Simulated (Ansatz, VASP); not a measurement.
# ZnS: VASP beside Ansatz

File POSCAR:

```
ZnS
1.0
    0.0000000000      2.7046500000      2.7046500000
    2.7046500000      0.0000000000      2.7046500000
    2.7046500000      2.7046500000      0.0000000000
Zn S
1 1
Direct
    0.0000000000      0.0000000000     -0.2218401642
    0.7500000000      0.7500000000      0.7500000000
```

The input INCAR.step1:

```
SYSTEM = ZnS
ALGO = Normal
EDIFF = 1E-4
ENCUT = 520
GGA = PE
ISMEAR = 0
LASPH = .True.
LCHARG = .False.
LREAL = .False.
LWAVE = .True.
NBANDS = 16
NELM = 60
PREC = Accurate
SIGMA = 0.05
```

Contents of INCAR.step2:

```
SYSTEM = ZnS
ALGO = Normal
EDIFF = 1E-6
ENCUT = 520
ISIF = 2
ISMEAR = 0
ISTART = 1
LASPH = .True.
LCHARG = .False.
LMIXTAU = .True.
LREAL = .False.
LWAVE = .False.
METAGGA = R2SCAN
NBANDS = 16
NELM = 60
PREC = Accurate
SIGMA = 0.05
```

Contents of KPOINTS:

```
k-points
0
Gamma
  8 8 8
  0 0 0
```

Input for Ansatz:

```yaml
crystal:
  lattice:
    - [0.0, 2.70465, 2.70465]
    - [2.70465, 0.0, 2.70465]
    - [2.70465, 2.70465, 0.0]
  atoms:
    - { symbol: Zn, position: [0.0, 0.0, -0.2218401642] }
    - { symbol: S, position: [0.75, 0.75, 0.75] }
basis:
  ecutwfc: 500
kpoints:
  mp_grid: { grid: [8, 8, 8] }
hamiltonian:
  xc: r2scan
scf:
  occupations: { method: gaussian, width: 0.05 }
output:
  forces: true
  stress: true
  eigenvalues: true
```

Alike in both runs: task single point; functional r2SCAN; k mesh 8 × 8 × 8; occupations gaussian, width 0.05 eV; no spin polarisation.

|  | VASP | Ansatz |
| --- | --- | --- |
| version | VASP 6.6.1 | Ansatz 0.2.0 |
| potentials or method | VASP PAW PBE potentials, release 64 (Zn, S), cutoff 520 eV | scalar-relativistic, plane waves, PAW |
| valence electrons in the cell | 18 | 18 |

|  | VASP | Ansatz | Ansatz less VASP |
| --- | --- | --- | --- |
| gap on the k mesh at the Fermi level (eV) | 2.20 | 2.18 | -0.018 |
| least direct gap on the mesh (eV) | 2.27 | 2.24 | -0.022 |
| rms of the force components (eV/Å) | 9.277 | 9.024 | -0.2524 |

VASP's potentials were made for PBE, not for r2SCAN. Atom by atom the forces differ by 0.252 eV/Å (rms over components).
